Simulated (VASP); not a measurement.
BaTiO3: relaxation of the atoms with PBE

The system is BaTiO3.

```
CELL_PARAMETERS angstrom
4.08457 0.00000 0.00000
0.00000 4.08457 0.00000
0.00000 0.00000 4.08457
ATOMIC_POSITIONS crystal
Ba 0.50000 0.50000 0.50000
Ti 0.00000 0.00000 0.00000
O 0.50000 0.00000 0.00000
O 0.00000 0.50000 0.00000
O 0.00000 0.00000 0.50000
```

```yaml
Program: VASP 6.6.1
Task: relaxation of the atoms
Functional: PBE
Potentials_or_basis: VASP PAW PBE potentials, release 64 (Ba_sv, Ti_sv, O)
Cutoff: 520 eV
k_mesh: 8 × 8 × 8
Occupations: fermi-dirac, width 0.02 eV
Spin: no spin polarisation
Dipole_correction: no
Further_INCAR_settings: ALGO = Normal; EDIFF = 1e-06; IBRION = 2; EDIFFG = -0.02; NSW = 80
```

| Property | Result |
| --- | --- |
| Pressure after relaxing | -5.6 GPa |
| Band gap on the k mesh | 1.62 eV (least direct gap 1.82 eV) |

Final structure:
```
Ba Ti O
1.0
     4.08457    0.00000    0.00000
     0.00000    4.08457    0.00000
     0.00000    0.00000    4.08457
Ba Ti O
1 1 3
Direct
  0.50000 0.50000 0.50000
  0.00000 0.00000 0.00000
  0.50000 0.00000 0.00000
  0.00000 0.50000 0.00000
  0.00000 0.00000 0.50000
```

Levels at points of the mesh, in eV from the valence-band top:
| k point | band 18 | band 19 | band 20 | band 21 | band 22 | band 23 |
| --- | --- | --- | --- | --- | --- | --- |
| (0.00, 0.00, 0.00) | -0.20 | -0.20 | -0.20 | 1.62 | 1.62 | 1.62 |
| (0.50, 0.00, 0.00) | -1.75 | -0.71 | -0.71 | 1.76 | 3.19 | 3.19 |
| (0.50, 0.50, 0.00) | -0.90 | -0.90 | -0.08 | 3.19 | 3.19 | 3.58 |
| (0.50, 0.50, 0.50) | 0.00 | 0.00 | 0.00 | 3.79 | 3.79 | 3.79 |

Run time: 72 s on 1 thread of Intel Xeon 8259CL, on a shared host, peak memory 0.21 GiB.

Caveat: the relaxation stopped at its first step, so nothing moved; spin-orbit coupling is left out, which moves the levels of the heavy elements. A k mesh can miss the band edges.
